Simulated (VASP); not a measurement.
# Ge2Sb (F-43m) in VASP: a series of runs

The runs below take Ge2Sb through single point, relaxation of cell and atoms, with PBE.

Program: VASP 6.6.1. These are calculated values, not measurements. Logs are shortened: lines on timing, memory, paths and dates and some standing lists are left out, and cuts for length are marked.

## (1) The cell of the first run

It takes space group F-43m (No. 216, cubic). Conventional cell: a = 6.730 Å, b = 6.730 Å, c = 6.730 Å, α = 90.00°, β = 90.00°, γ = 90.00°. Within 3.8 Å of Ge (site symmetry -43m) lie 4 Sb at 2.91 Å and 4 Ge at 2.91 Å. Ge (site symmetry -43m) has 4 Ge at 2.91 Å and 6 Sb at 3.36 Å within 3.8 Å. Sb (site symmetry -43m) has 10 Ge at 2.91 to 3.36 Å within 3.8 Å.

## (2) Single point, PBE

Input file INCAR:

```
  ALGO = Normal
  EDIFF = 1E-6
  ENCUT = 520
  GGA = PE
  ISIF = 2
  ISMEAR = 0
  LASPH = True
  LCHARG = False
  LREAL = False
  LWAVE = False
  NBANDS = 24
  NELM = 100
  PREC = Accurate
  SIGMA = 0.1
```

Input file KPOINTS:

```
k-points
0
Gamma
  12 12 12
```

Input file POSCAR:

```
Ge2Sb
1.0
    0.0000000000      3.3647875362      3.3647875362
    3.3647875362      0.0000000000      3.3647875362
    3.3647875362      3.3647875362      0.0000000000
Ge Sb
2 1
Direct
    0.7500000000      0.7500000000      0.7500000000
    0.5000000000      0.5000000000      0.5000000000
    0.0000000000      0.0000000000      0.0000000000
```

Potentials or basis: VASP PAW PBE potentials, release 64 (Ge_d, Sb).

On the command line:

```console
$ cat potpaw_PBE.64/Ge_d/POTCAR potpaw_PBE.64/Sb/POTCAR > POTCAR
$ mpirun -np 1 vasp_std > vasp.out
```

OUTCAR:

```text
EDIFF = 1E-6
   ENCUT = 520
   GGA = PE
   ISIF = 2
   ISMEAR = 0
   LASPH = True
   LREAL = False
   NELM = 100
   PREC = Accurate

 ion  position               nearest neighbor table
   1  0.750  0.750  0.750-   2 2.91   3 2.91   2 2.91   2 2.91   2 2.91   3 2.91   3 2.91   3 2.91

   2  0.500  0.500  0.500-   1 2.91   1 2.91   1 2.91   1 2.91
   3  0.000  0.000  0.000-   1 2.91   1 2.91   1 2.91   1 2.91

  LATTYP: Found a face centered cubic cell.
 ALAT       =     6.7295750724

  Lattice vectors:

 A1 = (   0.0000000000,   3.3647875362,   3.3647875362)
 A2 = (   3.3647875362,   0.0000000000,   3.3647875362)
 A3 = (   3.3647875362,   3.3647875362,   0.0000000000)

Analysis of symmetry for initial positions (statically):
=====================================================================
 Subroutine PRICEL returns:
 Original cell was already a primitive cell.

 Routine SETGRP: Setting up the symmetry group for a
 face centered cubic supercell.

 Subroutine GETGRP returns: Found 24 space group operations
 (whereof 24 operations were pure point group operations)
 out of a pool of 48 trial point group operations.

The static configuration has the point symmetry T_d .

Analysis of symmetry for dynamics (positions and initial velocities):
=====================================================================
 Subroutine PRICEL returns:
 Original cell was already a primitive cell.

 Routine SETGRP: Setting up the symmetry group for a
 face centered cubic supercell.

 Subroutine GETGRP returns: Found 24 space group operations
 (whereof 24 operations were pure point group operations)
 out of a pool of 48 trial point group operations.

The dynamic configuration has the point symmetry T_d .

 Subroutine INISYM returns: Found 24 space group operations
 (whereof 24 operations are pure point group operations),
 and found     1 'primitive' translations

----------------------------------------------------------------------------------------

                                     Primitive cell

  volume of cell :      76.1909

  direct lattice vectors                    reciprocal lattice vectors
     0.000000000  3.364787536  3.364787536    -0.148597792  0.148597792  0.148597792
     3.364787536  0.000000000  3.364787536     0.148597792 -0.148597792  0.148597792
     3.364787536  3.364787536  0.000000000     0.148597792  0.148597792 -0.148597792

  length of vectors
     4.758528168  4.758528168  4.758528168     0.257378926  0.257378926  0.257378926

  position of ions in fractional coordinates (direct lattice)
     0.750000000  0.750000000  0.750000000
     0.500000000  0.500000000  0.500000000
     0.000000000  0.000000000  0.000000000

  ion indices of the primitive-cell ions
   primitive index   ion index
                 1           1
                 2           2
                 3           3

----------------------------------------------------------------------------------------

 KPOINTS: k-points

Automatic generation of k-mesh.
 Grid dimensions read from file:
 generate k-points for:   12   12   12

 Generating k-lattice:

  Cartesian coordinates                     Fractional coordinates (reciprocal lattice)
    -0.012383149  0.012383149  0.012383149     0.083333333  0.000000000  0.000000000
     0.012383149 -0.012383149  0.012383149     0.000000000  0.083333333  0.000000000
     0.012383149  0.012383149 -0.012383149     0.000000000  0.000000000  0.083333333

  Length of vectors
     0.021448244  0.021448244  0.021448244

  Shift w.r.t. Gamma in fractional coordinates (k-lattice)
     0.000000000  0.000000000  0.000000000

 Subroutine IBZKPT returns following result:
 ===========================================

 Found     72 irreducible k-points:

 Following reciprocal coordinates:
            Coordinates               Weight
  0.000000  0.000000  0.000000      1.000000
  0.083333  0.000000  0.000000      8.000000
  0.166667  0.000000  0.000000      8.000000
  0.250000  0.000000  0.000000      8.000000
  0.333333  0.000000  0.000000      8.000000
  0.416667  0.000000  0.000000      8.000000
[... 16 lines left out ...]
  0.500000  0.166667  0.000000     24.000000
 -0.416667  0.166667  0.000000     24.000000
 [... further k-points ...]
   k-points           NKPTS =     72   k-points in BZ     NKDIM =     72   number of bands    NBANDS=     24
   number of dos      NEDOS =    301   number of ions     NIONS =      3
   total plane-waves  NPLWV =  46656
   dimension x,y,z NGX =    36 NGY =   36 NGZ =   36
   dimension x,y,z NGXF=    72 NGYF=   72 NGZF=   72
   ions per type =               2   1
   NGX,Y,Z   is equivalent  to a cutoff of  12.58, 12.58, 12.58 a.u.
   NGXF,Y,Z  is equivalent  to a cutoff of  25.15, 25.15, 25.15 a.u.
 SYSTEM =  unknown system
   PREC   = accura    normal or accurate (medium, high low for compatibility)
   ISTART =      0    job   : 0-new  1-cont  2-samecut
   ICHARG =      2    charge: 1-file 2-atom 10-const
   ISPIN  =      1    spin polarized calculation?
   LNONCOLLINEAR =      F non collinear calculations
   LSORBIT =      F    spin-orbit coupling
   LASPH  =      T    aspherical Exc in radial PAW
   ENCUT  =  520.0 eV  38.22 Ry    6.18 a.u.   8.85  8.85  8.85*2*pi/ulx,y,z
   NELM   =    100;   NELMIN=  2; NELMDL= -5     # of ELM steps
   EDIFF  = 0.1E-05   stopping-criterion for ELM
   LREAL  =      F    real-space projection
   EDIFFG = 0.1E-04   stopping-criterion for IOM
   NSW    =      0    number of steps for IOM
   IBRION =     -1    ionic relax: 0-MD 1-quasi-New 2-CG
   NFREE  =      0    steps in history (QN), initial steepest desc. (CG)
   ISIF   =      2    stress and relaxation
   ISYM   =      2    0-nonsym 1-usesym 2-fastsym
   POTIM  = 0.5000    time-step for ionic-motion
   TEBEG  =    0.0;   TEEND  =   0.0 temperature during run
   PSTRESS=    0.0 pullay stress
   NELECT =      33.0000    total number of electrons
   NUPDOWN=      -1.0000    fix difference up-down
   EMIN   =  10.00;   EMAX   =-10.00  energy-range for DOS
   EFERMI =   0.00;   METHOD = LEGACY
   ISMEAR =     0;   SIGMA  =   0.10  broadening in eV -4-tet -1-fermi 0-gaus
   EFERMI_NEDOS =   21; number of points for ismear=-14 and -15
   IALGO  =     38    algorithm
   IMIX   =      4    mixing-type and parameters
     AMIX     =   0.40;   BMIX     =  1.00
     AMIX_MAG =   1.60;   BMIX_MAG =  1.00
  volume/ion in A,a.u.               =      25.40       171.39
  Fermi-wavevector in a.u.,A,eV,Ry     =   1.238640  2.340691 20.874460  1.534230
  Thomas-Fermi vector in A             =   2.373157
   LORBIT       =      0    0 simple, 1 ext, 2 COOP (PROOUT), +10 PAW based schemes
   GGA     = PE    functional components
   LHFCALC =     F    Hartree Fock is set to
   AEXX    =    0.0000 exact exchange contribution
   IVDW    =     0    specifies the selected vdW correction
   LEPSILON=     F    determine dielectric tensor
   LRPA    =     F    only Hartree local field effects (RPA)
 non-spin polarized calculation
 Gauss-broadening in eV      SIGMA  =   0.10
  energy-cutoff  :      520.00
  volume of cell :       76.19
 maximum number of plane-waves:      2085
   NGX = 17   NGY = 17   NGZ = 17

 number of electron      33.0000032 magnetization

 Free energy of the ion-electron system (eV)
  ---------------------------------------------------
  ext. energy  EPLUGINS =         0.00000000
  ---------------------------------------------------
  free energy    TOTEN  =       -12.10119669 eV

  energy without entropy =      -12.09382263  energy(sigma->0) =      -12.09750966

 E-fermi :   5.8745     XC(G=0):  -9.8850

 val. band max:        5.8640580090   @ k =   0.5000   0.0833   0.0000
 cond. band min:       5.8846927935   @ k =  -0.3333   0.5000   0.1667
 fundamental gap:      0.0206347845
 Fermi energy:         5.8744533846

 k-point     1 :       0.0000    0.0000    0.0000
  band No.  band energies     occupation
      1     -18.9813      2.00000
      2     -18.9813      2.00000
      3     -18.9813      2.00000
      4     -18.9730      2.00000
      5     -18.9730      2.00000
      6     -18.9037      2.00000
[... 16 lines left out ...]
     23      11.1160      0.00000
     24      11.1160      0.00000

 k-point     2 :       0.0833    0.0000    0.0000
  band No.  band energies     occupation
      1     -18.9820      2.00000
      2     -18.9820      2.00000
      3     -18.9811      2.00000
      4     -18.9723      2.00000
      5     -18.9723      2.00000
      6     -18.9040      2.00000
[... 16 lines left out ...]
     23      11.4968      0.00000
     24      11.4968      0.00000

 k-point     3 :       0.1667    0.0000    0.0000
  band No.  band energies     occupation
      1     -18.9834      2.00000
      2     -18.9834      2.00000
      3     -18.9804      2.00000
      4     -18.9708      2.00000
      5     -18.9708      2.00000
      6     -18.9048      2.00000
[... 16 lines left out ...]
     23      12.3918      0.00000
     24      12.3918      0.00000

 k-point     4 :       0.2500    0.0000    0.0000
  band No.  band energies     occupation
      1     -18.9846      2.00000
      2     -18.9846      2.00000
      3     -18.9795      2.00000
      4     -18.9694      2.00000
      5     -18.9694      2.00000
      6     -18.9059      2.00000
[... 16 lines left out ...]
     23      13.5069      0.00000
     24      13.5069      0.00000

 k-point     5 :       0.3333    0.0000    0.0000
  band No.  band energies     occupation
      1     -18.9856      2.00000
      2     -18.9856      2.00000
      3     -18.9785      2.00000
      4     -18.9684      2.00000
      5     -18.9684      2.00000
      6     -18.9069      2.00000
[... 451 lines left out ...]
 k-point    22 :       0.4167    0.1667    0.0000
  band No.  band energies     occupation
      1     -18.9886      2.00000
      2     -18.9863      2.00000
      3     -18.9763      2.00000
      4     -18.9672      2.00000
      5     -18.9661      2.00000
      6     -18.9124      2.00000
[... 16 lines left out ...]
     23      12.6478      0.00000
     24      13.2660      0.00000

 k-point    23 :       0.5000    0.1667    0.0000
  band No.  band energies     occupation
      1     -18.9896      2.00000
      2     -18.9870      2.00000
      3     -18.9745      2.00000
      4     -18.9664      2.00000
      5     -18.9662      2.00000
      6     -18.9123      2.00000
[... 16 lines left out ...]
     23      13.1318      0.00000
     24      13.2788      0.00000

 k-point    24 :      -0.4167    0.1667    0.0000
  band No.  band energies     occupation
      1     -18.9897      2.00000
      2     -18.9873      2.00000
      3     -18.9737      2.00000
      4     -18.9667      2.00000
      5     -18.9660      2.00000
      6     -18.9118      2.00000
[... 16 lines left out ...]
     23      13.0586      0.00000
     24      14.0012      0.00000

 [... further k-points ...]

------------------------ aborting loop because EDIFF is reached ----------------------------------------

  FORCE on cell =-STRESS in cart. coord.  units (eV):
  Direction    XX          YY          ZZ          XY          YZ          ZX
  --------------------------------------------------------------------------------------
  -------------------------------------------------------------------------------------
  Total        0.0263114      0.0263114      0.0263114      0.0000000      0.0000000      0.0000000
  in kB        0.5532893      0.5532893      0.5532893      0.0000000      0.0000000      0.0000000
  external PRESSURE =       0.5532893 kB  Pullay stress =       0.0000000 kB

 VOLUME and BASIS-vectors are now :
 -----------------------------------------------------------------------------
  energy-cutoff  :      520.00
  volume of cell :       76.19
      direct lattice vectors                 reciprocal lattice vectors
     0.000000000  3.364787536  3.364787536    -0.148597792  0.148597792  0.148597792
     3.364787536  0.000000000  3.364787536     0.148597792 -0.148597792  0.148597792
     3.364787536  3.364787536  0.000000000     0.148597792  0.148597792 -0.148597792

 POSITION                                       TOTAL-FORCE (eV/Angst)
 -----------------------------------------------------------------------------------
      5.04718      5.04718      5.04718         0.000000     -0.000000     -0.000000
      3.36479      3.36479      3.36479         0.000000     -0.000000     -0.000000
      0.00000      0.00000      0.00000        -0.000000      0.000000      0.000000
 -----------------------------------------------------------------------------------
    total drift:                                0.000000      0.000000     -0.000000

  FREE ENERGIE OF THE ION-ELECTRON SYSTEM (eV)
  ---------------------------------------------------
  free  energy   TOTEN  =       -12.1011966863 eV

  energy  without entropy=      -12.0938226253  energy(sigma->0) =      -12.09750966
```

Run time: 2.2 min. Hardware: 1 thread of Intel Xeon Platinum 8259CL at 2.50GHz (Skylake/Cascade Lake), shared host; peak memory 0.28 GiB.

What came out:

- Free energy: -12.1012 eV
- Pressure: 0.1 GPa

Levels at points of the mesh, in eV from the Fermi level:
| k point | band 14 | band 15 | band 16 | band 17 | band 18 | band 19 |
| --- | --- | --- | --- | --- | --- | --- |
| (0.00, 0.00, 0.00) | -1.93 | -1.93 | -1.93 | -1.20 | -1.20 | -1.20 |
| (0.50, 0.00, 0.00) | -2.91 | -2.91 | -1.06 | -0.90 | -0.90 | 2.79 |
| (0.50, 0.50, 0.00) | -4.51 | -4.51 | -1.78 | 3.03 | 3.03 | 3.24 |

Caveat: spin-orbit coupling is left out, which moves the levels of the heavy elements.

## (3) Relaxation of cell and atoms, PBE

This run uses another cell than the first one, of 25.98 Å³/atom, 1.023 times its volume.

Input file INCAR:

```
SYSTEM = Ge2Sb
  PREC = Accurate
  ENCUT = 600
  EDIFF = 1E-6
  ISMEAR = 0
  SIGMA = 0.1
  LREAL = .False.
  LASPH = .True.
  NELM = 100
  ALGO = Normal
  ISIF = 3
  LWAVE = .False.
  LCHARG = .False.
  GGA = PE
  IBRION = 2
  NSW = 100
  EDIFFG = -0.01
```

Input file KPOINTS:

```
Automatic mesh
0
Gamma
  12 12 12
  0 0 0
```

Input file POSCAR:

```
Ge2Sb
1.0
    0.0000000000      3.3905155081      3.3905155081
    3.3905155081      0.0000000000      3.3905155081
    3.3905155081      3.3905155081      0.0000000000
Ge Sb
2 1
Direct
    0.7500000000      0.7500000000      0.7500000000
    0.5000000000      0.5000000000      0.5000000000
    0.0000000000      0.0000000000      0.0000000000
```

Potentials or basis: VASP PAW PBE potentials, release 64 (Ge_d, Sb).

On the command line:

```console
$ cat potpaw_PBE.64/Ge_d/POTCAR potpaw_PBE.64/Sb/POTCAR > POTCAR
$ mpirun -np 1 vasp_std > vasp.out
```

Run time: 5.8 min. Hardware: 1 thread of Intel Xeon Platinum 8259CL at 2.50GHz (Skylake/Cascade Lake), shared host; peak memory 0.33 GiB.

The run converged. Its results:

```
Free energy                            : -12.1015 eV
Relaxed volume                         : 25.38 Å³/atom
Relaxed cell                           : a = 4.758 Å, b = 4.758 Å, c = 4.758 Å, α = 60.00°, β = 60.00°, γ = 60.00°
Space group after relaxing (to 0.05 Å) : F-43m (No. 216)
Energy gained by relaxing              : 2.2 meV/atom
Ionic steps                            : 3
Pressure after relaxing                : 0.1 GPa
```

Step by step:
| step | energy change (eV) | largest force (eV/Å) | pressure (GPa) | volume (Å³) |
| --- | --- | --- | --- | --- |
| 1 | 0.0000 | 0.0000 | -1.13 | 77.95 |
| 2 | -0.0064 | 0.0000 | 0.17 | 75.90 |
| 3 | -0.0066 | 0.0000 | 0.06 | 76.14 |

Final structure:
```
CELL_PARAMETERS angstrom
0.00000 3.36409 3.36409
3.36409 0.00000 3.36409
3.36409 3.36409 0.00000
ATOMIC_POSITIONS crystal
Ge 0.75000 0.75000 0.75000
Ge 0.50000 0.50000 0.50000
Sb 0.00000 0.00000 0.00000
```

Levels at points of the mesh, in eV from the Fermi level:
```csv
k point,band 13,band 14,band 15,band 16,band 17,band 18,band 19,band 20
"(0.00, 0.00, 0.00)",-4.05,-1.93,-1.93,-1.93,-1.20,-1.20,-1.20,2.91
"(0.50, 0.00, 0.00)",-5.93,-2.91,-2.91,-1.06,-0.90,-0.90,2.79,4.31
"(0.50, 0.50, 0.00)",-7.63,-4.51,-4.51,-1.79,3.04,3.04,3.25,4.47
```

Caveat: spin-orbit coupling is left out, which moves the levels of the heavy elements.

## (4) Single point, PBE

This run uses another cell than the first one, of 25.23 Å³/atom, 0.994 times its volume.

Input file INCAR:

```
SYSTEM = Ge2Sb
PREC = Accurate
ENCUT = 520
EDIFF = 1E-6
ISMEAR = 0
SIGMA = 0.1
LREAL = .False.
LASPH = .True.
NELM = 100
ALGO = Normal
ISIF = 2
LWAVE = .False.
LCHARG = .False.
GGA = PE
NBANDS = 24
```

Input file KPOINTS:

```
Automatic mesh
0
Gamma
  4 4 4
  0 0 0
```

Input file POSCAR:

```
Ge2Sb
1.0
    0.0000000000      3.3576113000      3.3576113000
    3.3576113000      0.0000000000      3.3576113000
    3.3576113000      3.3576113000      0.0000000000
Ge Sb
2 1
Direct
    0.2500000000      0.2500000000      0.2500000000
    0.5000000000      0.5000000000      0.5000000000
    0.0000000000      0.0000000000      0.0000000000
```

On the command line:

```console
$ cat potpaw_PBE.64/Ge_d/POTCAR potpaw_PBE.64/Sb/POTCAR > POTCAR
$ mpirun -np 1 vasp_std > vasp.out
```

It took 24 s on 1 thread of Intel Xeon Platinum 8259CL at 2.50GHz (Skylake/Cascade Lake), shared host; peak memory 0.2 GiB.

The run converged. Its results:

| Quantity | Value |
| --- | --- |
| Free energy | -12.0667 eV |
| Pressure | 1.2 GPa |

Levels at points of the mesh, in eV from the Fermi level:
| k point | band 13 | band 14 | band 15 | band 16 | band 17 | band 18 | band 19 | band 20 |
| --- | --- | --- | --- | --- | --- | --- | --- | --- |
| (0.00, 0.00, 0.00) | -3.83 | -1.76 | -1.76 | -1.76 | -1.02 | -1.02 | -1.02 | 3.09 |
| (0.50, 0.00, 0.00) | -5.73 | -2.74 | -2.74 | -0.87 | -0.73 | -0.73 | 3.01 | 4.51 |
| (0.50, 0.50, 0.00) | -7.45 | -4.35 | -4.35 | -1.61 | 3.24 | 3.24 | 3.47 | 4.68 |

Caveat: the k points lie up to 0.41 Å⁻¹ apart; spin-orbit coupling is left out, which moves the levels of the heavy elements.

## (5) Overview

| task | cell | k mesh | cutoff (eV) | gap on the mesh (eV) | pressure (GPa) |
| --- | --- | --- | --- | --- | --- |
| single point | a = 4.759 Å, angles 60.0°, 3 atoms | 12 × 12 × 12 | 520 | none | 0.1 |
| relaxation of cell and atoms | relaxed from a = 4.795 Å, angles 60.0°, 3 atoms | 12 × 12 × 12 | 600 | none | 0.1 |
| single point | a = 4.748 Å, angles 60.0°, 3 atoms | 4 × 4 × 4 | 520 | none | 1.2 |

Alike in all rows: level PBE; potentials or basis VASP PAW PBE potentials, release 64 (Ge_d, Sb); no spin polarisation; smearing gaussian 0.1 eV.

Caveats: some runs use coarse meshes; spin-orbit coupling is left out, which moves the levels of the heavy elements.

Total energies depend on the potentials used, so only differences within one code and one set of settings carry meaning.
